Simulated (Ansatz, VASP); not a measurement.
## NbRu3 in VASP and in Ansatz

The input INCAR:

```
SYSTEM = NbRu3
  PREC = Accurate
  ENCUT = 520
  EDIFF = 1E-6
  ISMEAR = -1
  SIGMA = 0.05
  LREAL = .False.
  LASPH = .True.
  NELM = 80
  ALGO = Normal
  ISIF = 2
  LWAVE = .False.
  LCHARG = .False.
  GGA = CA
  NBANDS = 36
```

The input KPOINTS:

```
regular mesh
0
Gamma
  9 9 9
  0 0 0
```

File POSCAR:

```
NbRu3
1.0
    3.8800000000     -0.0194000000     -0.0194000000
   -0.0194000000      3.8800000000     -0.0194000000
   -0.0194000000     -0.0194000000      3.8800000000
Nb Ru
1 3
Direct
    0.0000000000      0.0000000000      0.0000000000
    0.0000000000      0.5000000000      0.5000000000
    0.5000000000      0.0000000000      0.5000000000
    0.5000000000      0.5000000000      0.0000000000
```

Input for Ansatz:

```yaml
crystal:
  lattice:
    - [3.88, -0.0194, -0.0194]
    - [-0.0194, 3.88, -0.0194]
    - [-0.0194, -0.0194, 3.88]
  atoms:
    - { symbol: Nb, position: [0.0, 0.0, 0.0] }
    - { symbol: Ru, position: [0.0, 0.5, 0.5] }
    - { symbol: Ru, position: [0.5, 0.0, 0.5] }
    - { symbol: Ru, position: [0.5, 0.5, 0.0] }
kpoints:
  mp_grid: { grid: [9, 9, 9] }
  band_path:
    path:
      - [0.0, 0.0, 0.0]
      - [0.5, 0.0, 0.0]
      - [0.5, -0.5, 0.5]
      - [0.4901240068, -0.5098759932, 0.4901240068]
      - [0.4901240068, 0.4901240068, 0.4901240068]
      - [0.0, 0.0, 0.0]
      - [0.5, -0.5, 0.0]
    npoints: 5
scf:
  occupations: { method: fermi_dirac, width: 0.05 }
hamiltonian:
  xc: lda
  pseudopotentials: { kind: all_electron, lapw: { basis_error: 0.001 } }
output:
  forces: true
  stress: true
  eigenvalues: true
```

Change from the starting cell: equal xy, yz and zx shear strains of -1 %.

Alike in both runs: task single point; functional LDA; k mesh 9 × 9 × 9; occupations fermi-dirac, width 0.05 eV; no spin polarisation.

```csv
,VASP,Ansatz
version,VASP 6.6.1,Ansatz 0.2.0
potentials or method,"VASP PAW LDA potentials, release 64 (Nb_sv, Ru_pv), cutoff 520 eV","all-electron LAPW, scalar-relativistic"
```

|  | VASP | Ansatz | Ansatz less VASP |
| --- | --- | --- | --- |
| pressure (GPa) | -10.9 | -11.3 | -0.38 |
| traceless stress, the component that is largest in VASP (GPa) | 1.56 | 1.56 | -0.006 |

LDA's correlation is that of Perdew and Zunger in VASP and of Perdew and Wang (1992) in Ansatz. Ansatz ran all-electron here, and VASP with PAW potentials.
